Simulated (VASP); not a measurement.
# Mo (Fm-3m) in VASP: notebook

Mo is run at these levels: PBE; tasks: single point.

Everything below comes from runs of VASP 6.6.1. Logs are shortened: lines on timing, memory, paths and dates and some standing lists are left out, and cuts for length are marked.

## Step 1: The cell of the first run

Symmetry: Fm-3m, No. 225, cubic system. Conventional cell: a = 4.030 Å, b = 4.030 Å, c = 4.030 Å, α = 90.00°, β = 90.00°, γ = 90.00°. Within 3.8 Å of Mo (site symmetry m-3m) lie 12 Mo at 2.85 Å.

## Step 2: Single point, PBE

File INCAR:

```
SYSTEM = Mo
PREC = Accurate ; ENCUT = 520
EDIFF = 1E-6 ; ISMEAR = 0
SIGMA = 0.15 ; LREAL = .False.
LASPH = .True. ; NELM = 80
ALGO = Normal ; ISIF = 2
LWAVE = .False. ; LCHARG = .False.
GGA = PE ; NBANDS = 13
```

File KPOINTS:

```
regular mesh
0
Gamma
  20 20 20
  0 0 0
```

File POSCAR:

```
Mo
1.0
    0.0000000000      2.0150000000      2.0150000000
    2.0150000000      0.0000000000      2.0150000000
    2.0150000000      2.0150000000      0.0000000000
Mo
1
Direct
    0.0000000000      0.0000000000      0.0000000000
```

Potentials or basis: VASP PAW PBE potentials, release 64 (Mo_sv).

Started as:

```bash
$ cat potpaw_PBE.64/Mo_sv/POTCAR > POTCAR
$ mpirun -np 1 vasp_std > vasp.out
```

OUTCAR:

```text
SYSTEM = Mo
   PREC = Accurate
   ENCUT = 520
   EDIFF = 1E-6
   ISMEAR = 0
   LREAL = .False.
   LASPH = .True.
   NELM = 80
   ISIF = 2
   GGA = PE

 ion  position               nearest neighbor table
   1  0.000  0.000  0.000-

  LATTYP: Found a face centered cubic cell.
 ALAT       =     4.0300000000

  Lattice vectors:

 A1 = (   0.0000000000,   2.0150000000,   2.0150000000)
 A2 = (   2.0150000000,   0.0000000000,   2.0150000000)
 A3 = (   2.0150000000,   2.0150000000,   0.0000000000)

Analysis of symmetry for initial positions (statically):
=====================================================================
 Subroutine PRICEL returns:
 Original cell was already a primitive cell.

 Routine SETGRP: Setting up the symmetry group for a
 face centered cubic supercell.

 Subroutine GETGRP returns: Found 48 space group operations
 (whereof 48 operations were pure point group operations)
 out of a pool of 48 trial point group operations.

The static configuration has the point symmetry O_h .

Analysis of symmetry for dynamics (positions and initial velocities):
=====================================================================
 Subroutine PRICEL returns:
 Original cell was already a primitive cell.

 Routine SETGRP: Setting up the symmetry group for a
 face centered cubic supercell.

 Subroutine GETGRP returns: Found 48 space group operations
 (whereof 48 operations were pure point group operations)
 out of a pool of 48 trial point group operations.

The dynamic configuration has the point symmetry O_h .

 Subroutine INISYM returns: Found 48 space group operations
 (whereof 48 operations are pure point group operations),
 and found     1 'primitive' translations

----------------------------------------------------------------------------------------

                                     Primitive cell

  volume of cell :      16.3627

  direct lattice vectors                    reciprocal lattice vectors
     0.000000000  2.015000000  2.015000000    -0.248138958  0.248138958  0.248138958
     2.015000000  0.000000000  2.015000000     0.248138958 -0.248138958  0.248138958
     2.015000000  2.015000000  0.000000000     0.248138958  0.248138958 -0.248138958

  length of vectors
     2.849640328  2.849640328  2.849640328     0.429789282  0.429789282  0.429789282

  position of ions in fractional coordinates (direct lattice)
     0.000000000  0.000000000  0.000000000

  ion indices of the primitive-cell ions
   primitive index   ion index
                 1           1

----------------------------------------------------------------------------------------

 KPOINTS: regular mesh

Automatic generation of k-mesh.
 Grid dimensions read from file:
 generate k-points for:   20   20   20

 Generating k-lattice:

  Cartesian coordinates                     Fractional coordinates (reciprocal lattice)
    -0.012406948  0.012406948  0.012406948     0.050000000  0.000000000  0.000000000
     0.012406948 -0.012406948  0.012406948     0.000000000  0.050000000  0.000000000
     0.012406948  0.012406948 -0.012406948     0.000000000  0.000000000  0.050000000

  Length of vectors
     0.021489464  0.021489464  0.021489464

  Shift w.r.t. Gamma in fractional coordinates (k-lattice)
     0.000000000  0.000000000  0.000000000

 Subroutine IBZKPT returns following result:
 ===========================================

 Found    256 irreducible k-points:

 Following reciprocal coordinates:
            Coordinates               Weight
  0.000000  0.000000  0.000000      1.000000
  0.050000  0.000000  0.000000      8.000000
  0.100000  0.000000  0.000000      8.000000
  0.150000  0.000000  0.000000      8.000000
  0.200000  0.000000  0.000000      8.000000
  0.250000  0.000000  0.000000      8.000000
[... 16 lines left out ...]
 -0.400000  0.050000  0.000000     24.000000
 -0.350000  0.050000  0.000000     24.000000
 [... further k-points ...]
   k-points           NKPTS =    256   k-points in BZ     NKDIM =    256   number of bands    NBANDS=     13
   number of dos      NEDOS =    301   number of ions     NIONS =      1
   total plane-waves  NPLWV =  13824
   dimension x,y,z NGX =    24 NGY =   24 NGZ =   24
   dimension x,y,z NGXF=    48 NGYF=   48 NGZF=   48
   ions per type =               1
   NGX,Y,Z   is equivalent  to a cutoff of  14.00, 14.00, 14.00 a.u.
   NGXF,Y,Z  is equivalent  to a cutoff of  28.00, 28.00, 28.00 a.u.
 SYSTEM =  Mo
   PREC   = accura    normal or accurate (medium, high low for compatibility)
   ISTART =      0    job   : 0-new  1-cont  2-samecut
   ICHARG =      2    charge: 1-file 2-atom 10-const
   ISPIN  =      1    spin polarized calculation?
   LNONCOLLINEAR =      F non collinear calculations
   LSORBIT =      F    spin-orbit coupling
   LASPH  =      T    aspherical Exc in radial PAW
   ENCUT  =  520.0 eV  38.22 Ry    6.18 a.u.   5.30  5.30  5.30*2*pi/ulx,y,z
   NELM   =     80;   NELMIN=  2; NELMDL= -5     # of ELM steps
   EDIFF  = 0.1E-05   stopping-criterion for ELM
   LREAL  =      F    real-space projection
   EDIFFG = 0.1E-04   stopping-criterion for IOM
   NSW    =      0    number of steps for IOM
   IBRION =     -1    ionic relax: 0-MD 1-quasi-New 2-CG
   NFREE  =      0    steps in history (QN), initial steepest desc. (CG)
   ISIF   =      2    stress and relaxation
   ISYM   =      2    0-nonsym 1-usesym 2-fastsym
   POTIM  = 0.5000    time-step for ionic-motion
   TEBEG  =    0.0;   TEEND  =   0.0 temperature during run
   PSTRESS=    0.0 pullay stress
   NELECT =      14.0000    total number of electrons
   NUPDOWN=      -1.0000    fix difference up-down
   EMIN   =  10.00;   EMAX   =-10.00  energy-range for DOS
   EFERMI =   0.00;   METHOD = LEGACY
   ISMEAR =     0;   SIGMA  =   0.15  broadening in eV -4-tet -1-fermi 0-gaus
   EFERMI_NEDOS =   21; number of points for ismear=-14 and -15
   IALGO  =     38    algorithm
   IMIX   =      4    mixing-type and parameters
     AMIX     =   0.40;   BMIX     =  1.00
     AMIX_MAG =   1.60;   BMIX_MAG =  1.00
  volume/ion in A,a.u.               =      16.36       110.42
  Fermi-wavevector in a.u.,A,eV,Ry     =   1.554172  2.936960 32.864208  2.415451
  Thomas-Fermi vector in A             =   2.658297
   LORBIT       =      0    0 simple, 1 ext, 2 COOP (PROOUT), +10 PAW based schemes
   GGA     = PE    functional components
   LHFCALC =     F    Hartree Fock is set to
   AEXX    =    0.0000 exact exchange contribution
   IVDW    =     0    specifies the selected vdW correction
   LEPSILON=     F    determine dielectric tensor
   LRPA    =     F    only Hartree local field effects (RPA)
 non-spin polarized calculation
 Gauss-broadening in eV      SIGMA  =   0.15
  energy-cutoff  :      520.00
  volume of cell :       16.36
 maximum number of plane-waves:       459
 NGX is ok and might be reduce to    24
   NGX = 11   NGY = 11   NGZ = 11

 number of electron      14.0000001 magnetization

 Free energy of the ion-electron system (eV)
  ---------------------------------------------------
  ext. energy  EPLUGINS =         0.00000000
  ---------------------------------------------------
  free energy    TOTEN  =       -10.51539374 eV

  energy without entropy =      -10.50035844  energy(sigma->0) =      -10.50787609

 E-fermi :  11.4619     XC(G=0): -13.1163

 val. band max:       11.4605704297   @ k =   0.4500   0.1500   0.0000
 cond. band min:      11.4624320623   @ k =   0.3000   0.1000   0.0000
 fundamental gap:      0.0018616326
 Fermi energy:        11.4619128141

 k-point     1 :       0.0000    0.0000    0.0000
  band No.  band energies     occupation
      1     -49.2579      2.00000
      2     -22.6440      2.00000
      3     -22.6440      2.00000
      4     -22.6440      2.00000
      5       4.7965      2.00000
      6      10.7836      2.00000
      7      10.7836      2.00000
      8      10.7836      2.00000
      9      13.3781      0.00000
     10      13.3781      0.00000
     11      24.5527      0.00000
     12      29.7060      0.00000
     13      29.7060      0.00000

 k-point     2 :       0.0500    0.0000    0.0000
  band No.  band energies     occupation
      1     -49.2529      2.00000
      2     -22.6756      2.00000
      3     -22.6480      2.00000
      4     -22.6480      2.00000
      5       4.8968      2.00000
      6      10.7150      2.00000
      7      10.8293      2.00000
      8      10.8293      2.00000
      9      13.3413      0.00000
     10      13.3413      0.00000
     11      24.7452      0.00000
     12      29.2415      0.00000
     13      29.8846      0.00000

 k-point     3 :       0.1000    0.0000    0.0000
  band No.  band energies     occupation
      1     -49.2385      2.00000
      2     -22.7666      2.00000
      3     -22.6595      2.00000
      4     -22.6595      2.00000
      5       5.1869      2.00000
      6      10.5342      2.00000
      7      10.9521      2.00000
      8      10.9521      2.00000
      9      13.2531      0.00000
     10      13.2531      0.00000
     11      25.2806      0.00000
     12      28.2571      0.00000
     13      30.4071      0.00000
[... 305 lines left out ...]
 k-point    23 :      -0.4000    0.0500    0.0000
  band No.  band energies     occupation
      1     -49.0635      2.00000
      2     -23.7743      2.00000
      3     -22.8229      2.00000
      4     -22.7897      2.00000
      5       7.0955      2.00000
      6      10.6138      2.00000
      7      10.7536      2.00000
      8      12.0689      0.00000
      9      14.8231      0.00000
     10      15.4870      0.00000
     11      22.7875      0.00000
     12      25.0622      0.00000
     13      30.5760      0.00000

 k-point    24 :      -0.3500    0.0500    0.0000
  band No.  band energies     occupation
      1     -49.0839      2.00000
      2     -23.6620      2.00000
      3     -22.8110      2.00000
      4     -22.7699      2.00000
      5       7.1299      2.00000
      6      10.7609      2.00000
      7      10.8774      2.00000
      8      11.3272      1.79611
      9      14.3029      0.00000
     10      15.0625      0.00000
     11      23.4143      0.00000
     12      26.0223      0.00000
     13      31.3789      0.00000

 [... further k-points ...]

------------------------ aborting loop because EDIFF is reached ----------------------------------------

  FORCE on cell =-STRESS in cart. coord.  units (eV):
  Direction    XX          YY          ZZ          XY          YZ          ZX
  --------------------------------------------------------------------------------------
  -------------------------------------------------------------------------------------
  Total       -0.4318239     -0.4318239     -0.4318239     -0.0000000     -0.0000000      0.0000000
  in kB      -42.2826395    -42.2826395    -42.2826395     -0.0000000     -0.0000000      0.0000000
  external PRESSURE =     -42.2826395 kB  Pullay stress =       0.0000000 kB

 VOLUME and BASIS-vectors are now :
 -----------------------------------------------------------------------------
  energy-cutoff  :      520.00
  volume of cell :       16.36
      direct lattice vectors                 reciprocal lattice vectors
     0.000000000  2.015000000  2.015000000    -0.248138958  0.248138958  0.248138958
     2.015000000  0.000000000  2.015000000     0.248138958 -0.248138958  0.248138958
     2.015000000  2.015000000  0.000000000     0.248138958  0.248138958 -0.248138958

 POSITION                                       TOTAL-FORCE (eV/Angst)
 -----------------------------------------------------------------------------------
      0.00000      0.00000      0.00000         0.000000      0.000000      0.000000
 -----------------------------------------------------------------------------------
    total drift:                                0.000000     -0.000000     -0.000000

  FREE ENERGIE OF THE ION-ELECTRON SYSTEM (eV)
  ---------------------------------------------------
  free  energy   TOTEN  =       -10.5153937352 eV

  energy  without entropy=      -10.5003584356  energy(sigma->0) =      -10.50787609
```

Run time: 40 s. Hardware: 1 thread of AMD EPYC 7R13 (Zen 3), shared host; peak memory 0.15 GiB.

What came out:

- Free energy: -10.5154 eV
- Pressure: -4.2 GPa
- Band gap on the k mesh: zero (band 7 reaches 15.33 eV, above the bottom of band 8 at 10.78 eV)

Levels at points of the mesh, in eV from the Fermi level:
| k point | band 5 | band 6 | band 7 | band 8 | band 9 | band 10 |
| --- | --- | --- | --- | --- | --- | --- |
| (0.00, 0.00, 0.00) | -6.67 | -0.68 | -0.68 | -0.68 | 1.92 | 1.92 |
| (0.50, 0.00, 0.00) | -4.50 | -0.85 | -0.85 | 1.49 | 3.91 | 3.91 |
| (0.50, 0.50, 0.00) | -4.81 | -4.14 | 3.87 | 3.91 | 4.48 | 4.48 |

## Step 3: Single point, PBE

File INCAR:

```
PREC = Accurate ; ENCUT = 520
EDIFF = 1E-6 ; ISMEAR = 0
SIGMA = 0.15 ; LREAL = F
LASPH = T ; NELM = 80
ALGO = Normal ; ISIF = 2
LWAVE = F ; LCHARG = F
GGA = PE ; NBANDS = 13
```

File KPOINTS:

```
Automatic mesh
0
Gamma
  22 22 22
```

POSCAR is that of step 2.

Potentials or basis: VASP PAW PBE potentials, release 64 (Mo_sv).

Started as:

```bash
$ cat potpaw_PBE.64/Mo_sv/POTCAR > POTCAR
$ mpirun -np 1 vasp_std > vasp.out
```

OUTCAR:

```text
PREC = Accurate
   ENCUT = 520
   EDIFF = 1E-6
   ISMEAR = 0
   LREAL = F
   LASPH = T
   NELM = 80
   ISIF = 2
   GGA = PE

 ion  position               nearest neighbor table
   1  0.000  0.000  0.000-

  LATTYP: Found a face centered cubic cell.
 ALAT       =     4.0300000000

  Lattice vectors:

 A1 = (   0.0000000000,   2.0150000000,   2.0150000000)
 A2 = (   2.0150000000,   0.0000000000,   2.0150000000)
 A3 = (   2.0150000000,   2.0150000000,   0.0000000000)

Analysis of symmetry for initial positions (statically):
=====================================================================
 Subroutine PRICEL returns:
 Original cell was already a primitive cell.

 Routine SETGRP: Setting up the symmetry group for a
 face centered cubic supercell.

 Subroutine GETGRP returns: Found 48 space group operations
 (whereof 48 operations were pure point group operations)
 out of a pool of 48 trial point group operations.

The static configuration has the point symmetry O_h .

Analysis of symmetry for dynamics (positions and initial velocities):
=====================================================================
 Subroutine PRICEL returns:
 Original cell was already a primitive cell.

 Routine SETGRP: Setting up the symmetry group for a
 face centered cubic supercell.

 Subroutine GETGRP returns: Found 48 space group operations
 (whereof 48 operations were pure point group operations)
 out of a pool of 48 trial point group operations.

The dynamic configuration has the point symmetry O_h .

 Subroutine INISYM returns: Found 48 space group operations
 (whereof 48 operations are pure point group operations),
 and found     1 'primitive' translations

----------------------------------------------------------------------------------------

                                     Primitive cell

  volume of cell :      16.3627

  direct lattice vectors                    reciprocal lattice vectors
[... 113 lines left out ...]
   IVDW    =     0    specifies the selected vdW correction
   LEPSILON=     F    determine dielectric tensor
   LRPA    =     F    only Hartree local field effects (RPA)
 non-spin polarized calculation
 Gauss-broadening in eV      SIGMA  =   0.15
  energy-cutoff  :      520.00
  volume of cell :       16.36
 maximum number of plane-waves:       459
 NGX is ok and might be reduce to    24
   NGX = 11   NGY = 11   NGZ = 11

 number of electron      14.0000001 magnetization

 Free energy of the ion-electron system (eV)
  ---------------------------------------------------
  ext. energy  EPLUGINS =         0.00000000
  ---------------------------------------------------
  free energy    TOTEN  =       -10.51563966 eV

  energy without entropy =      -10.50070410  energy(sigma->0) =      -10.50817188

 E-fermi :  11.4675     XC(G=0): -13.1157

 val. band max:       11.4579039224   @ k =   0.4091   0.2727   0.0000
 cond. band min:      11.4708992871   @ k =  -0.4091   0.1818   0.0909
 fundamental gap:      0.0129953646
 Fermi energy:        11.4674857214

 k-point     1 :       0.0000    0.0000    0.0000
  band No.  band energies     occupation
      1     -49.2537      2.00000
      2     -22.6401      2.00000
      3     -22.6401      2.00000
      4     -22.6401      2.00000
      5       4.7966      2.00000
      6      10.7856      2.00000
      7      10.7856      2.00000
      8      10.7856      2.00000
      9      13.3806      0.00000
     10      13.3806      0.00000
     11      24.5524      0.00000
     12      29.7059      0.00000
     13      29.7059      0.00000
[... 354 lines left out ...]
  band No.  band energies     occupation
      1     -49.0476      2.00000
      2     -23.8380      2.00000
      3     -22.8191      2.00000
      4     -22.7998      2.00000
      5       7.0428      2.00000
      6      10.5379      2.00000
      7      10.6769      2.00000
      8      12.6394      0.00000
      9      15.2398      0.00000
     10      15.6656      0.00000
     11      22.2999      0.00000
     12      24.4764      0.00000
     13      30.2258      0.00000

 [... further k-points ...]

------------------------ aborting loop because EDIFF is reached ----------------------------------------

  FORCE on cell =-STRESS in cart. coord.  units (eV):
  Direction    XX          YY          ZZ          XY          YZ          ZX
  --------------------------------------------------------------------------------------
  -------------------------------------------------------------------------------------
  Total       -0.4433727     -0.4433727     -0.4433727     -0.0000000      0.0000000     -0.0000000
  in kB      -43.4134612    -43.4134612    -43.4134612     -0.0000000      0.0000000     -0.0000000
  external PRESSURE =     -43.4134612 kB  Pullay stress =       0.0000000 kB

 VOLUME and BASIS-vectors are now :
 -----------------------------------------------------------------------------
  energy-cutoff  :      520.00
  volume of cell :       16.36
      direct lattice vectors                 reciprocal lattice vectors
     0.000000000  2.015000000  2.015000000    -0.248138958  0.248138958  0.248138958
     2.015000000  0.000000000  2.015000000     0.248138958 -0.248138958  0.248138958
     2.015000000  2.015000000  0.000000000     0.248138958  0.248138958 -0.248138958

 POSITION                                       TOTAL-FORCE (eV/Angst)
 -----------------------------------------------------------------------------------
      0.00000      0.00000      0.00000         0.000000      0.000000      0.000000
 -----------------------------------------------------------------------------------
    total drift:                               -0.000000     -0.000000     -0.000000

  FREE ENERGIE OF THE ION-ELECTRON SYSTEM (eV)
  ---------------------------------------------------
  free  energy   TOTEN  =       -10.5156396560 eV

  energy  without entropy=      -10.5007040963  energy(sigma->0) =      -10.50817188
```

OSZICAR:

```text
N       E                     dE             d eps       ncg     rms          rms(c)
DAV:   1     0.910802012666E+02    0.91080E+02   -0.80305E+03  8634   0.110E+03
DAV:   2    -0.995142802929E+01   -0.10103E+03   -0.97506E+02  9853   0.308E+02
DAV:   3    -0.111397664156E+02   -0.11883E+01   -0.11836E+01  9458   0.329E+01
DAV:   4    -0.111425470716E+02   -0.27807E-02   -0.27804E-02  9628   0.194E+00
DAV:   5    -0.111425653097E+02   -0.18238E-04   -0.18238E-04  9608   0.141E-01    0.127E+01
DAV:   6    -0.105881734216E+02    0.55439E+00   -0.73139E-01  8778   0.102E+01    0.331E+00
DAV:   7    -0.105192547789E+02    0.68919E-01   -0.12796E-01  9548   0.403E+00    0.831E-01
DAV:   8    -0.105155890426E+02    0.36657E-02   -0.38097E-03  8738   0.779E-01    0.150E-01
DAV:   9    -0.105156278179E+02   -0.38775E-04   -0.10251E-04 10219   0.123E-01    0.661E-02
DAV:  10    -0.105156393899E+02   -0.11572E-04   -0.12123E-05  8828   0.398E-02    0.689E-03
DAV:  11    -0.105156396560E+02   -0.26610E-06   -0.10997E-07  5104   0.336E-03
   1 F= -.10515640E+02 E0= -.10508172E+02  d E =-.149356E-01
```

It took 49 s on 1 thread of AMD EPYC 7R13 (Zen 3), shared host; peak memory 0.16 GiB.

Results:

| Quantity | Value |
| --- | --- |
| Free energy | -10.5156 eV |
| Pressure | -4.3 GPa |
| Band gap on the k mesh | zero (band 7 reaches 15.34 eV, above the bottom of band 8 at 10.79 eV) |

Levels at points of the mesh, in eV from the Fermi level:
| k point | band 5 | band 6 | band 7 | band 8 | band 9 | band 10 |
| --- | --- | --- | --- | --- | --- | --- |
| (0.00, 0.00, 0.00) | -6.67 | -0.68 | -0.68 | -0.68 | 1.91 | 1.91 |
| (0.50, 0.00, 0.00) | -4.50 | -0.86 | -0.86 | 1.48 | 3.91 | 3.91 |
| (0.50, 0.50, 0.00) | -4.81 | -4.15 | 3.87 | 3.90 | 4.47 | 4.47 |
